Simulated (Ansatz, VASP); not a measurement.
**Two plane-wave programs on Si2Ni**

```xyz
3
Lattice="0.0000 2.7030 2.7030 2.7030 0.0000 2.7030 2.7030 2.7030 0.0000" Properties=species:S:1:pos:R:3 pbc="T T T"
Si    1.3515    1.3515    1.3515
Si    4.0545    4.0545    4.0545
Ni    0.0000    0.0000    0.0000
```

Alike in both runs: task relaxation of cell and atoms; functional r2SCAN; k mesh 14 × 14 × 14; occupations gaussian, width 0.1 eV; no spin polarisation.

|  | VASP | Ansatz |
| --- | --- | --- |
| version | VASP 6.6.1 | Ansatz 0.2.0 |
| potentials or method | VASP PAW PBE potentials, release 64 (Si, Ni), cutoff 600 eV | scalar-relativistic, plane waves, PAW |
| valence electrons in the cell | 18 | 26 |

VASP gave:

- gap on the k mesh at the Fermi level, each at its own relaxed structure (eV): none
- relaxed volume (Å³/atom): 13.01
- relaxed length of the cell vector where the two differ most in proportion (Å): 3.807

Problem. What did Ansatz give for the same quantities?

Solution. gap on the k mesh at the Fermi level, each at its own relaxed structure (eV): none; relaxed volume (Å³/atom): 13.02; relaxed length of the cell vector where the two differ most in proportion (Å): 3.809.

VASP's potentials were made for PBE, not for r2SCAN. A gap of «none» marks a metal or a gap that the smearing closes. VASP's potentials hold 18 valence electrons a cell and Ansatz's 26, so a difference there can come from the potentials and not from the codes.
